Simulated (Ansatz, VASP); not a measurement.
GaAs2: VASP beside Ansatz

```
CELL_PARAMETERS angstrom
2.94316 0.00000 0.00000
-1.47158 2.54885 0.00000
0.00000 0.00000 7.99377
ATOMIC_POSITIONS crystal
Ga 0.00000 0.00000 0.00000
As 0.00000 0.00000 0.66323
As 0.00000 0.00000 0.33677
```

Alike in both runs: functional PBE; k mesh 6 × 6 × 3; occupations gaussian, width 0.2 eV; no spin polarisation.

Ansatz relaxed the structure, and its values are those at the end. VASP's run is a single point on that final structure, the one shown.

|  | VASP | Ansatz |
| --- | --- | --- |
| version | VASP 6.6.1 | Ansatz 0.2.0 |
| potentials or method | VASP PAW PBE potentials, release 64 (Ga_d, As), cutoff 500 eV | scalar-relativistic, plane waves, PAW |
| valence electrons in the cell | 23 | 43 |

|  | VASP | Ansatz | Ansatz less VASP |
| --- | --- | --- | --- |
| gap on the k mesh at the Fermi level (eV) | none | none | - |
| pressure (GPa) | 0.2 | 0.1 | -0.11 |
| rms of the force components (eV/Å) | 0.007 | 0.002 | -0.0042 |

A gap of «none» marks a metal or a gap that the smearing closes. VASP's potentials hold 23 valence electrons a cell and Ansatz's 43, so a difference there can come from the potentials and not from the codes.

The k mesh is coarse, so the values compare programs but aren't converged.
